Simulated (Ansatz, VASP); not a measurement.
# Two plane-wave programs on Cd3S2

```
Cd S
1.0
     1.92162    1.10945    8.56121
    -1.92162    1.10945    8.56121
     0.00000   -2.21890    8.56121
Cd S
3 2
Direct
  0.00000 0.00000 0.00000
  0.20828 0.20828 0.20828
  0.79172 0.79172 0.79172
  0.39567 0.39567 0.39567
  0.60433 0.60433 0.60433
```

Alike in both runs: functional PBE; k mesh 12 × 12 × 12; occupations gaussian, width 0.01 eV; no spin polarisation.

Ansatz relaxed the structure, and its values are those at the end. VASP's run is a single point on that final structure, the one shown.

|  | VASP | Ansatz |
| --- | --- | --- |
| version | VASP 6.6.1 | Ansatz 0.2.0 |
| potentials or method | VASP PAW PBE potentials, release 64 (Cd, S), cutoff 520 eV | scalar-relativistic, plane waves, PAW |
| valence electrons in the cell | 48 | 72 |

```csv
,VASP,Ansatz,Ansatz less VASP
gap on the k mesh at the Fermi level (eV),0.18,0.18,+0.003
least direct gap on the mesh (eV),0.39,0.39,0.000
pressure (GPa),0.3,0.0,-0.33
rms of the force components (eV/Å),0.006,0.000,-0.0053
```

VASP's potentials hold 48 valence electrons a cell and Ansatz's 72, so a difference there can come from the potentials and not from the codes.
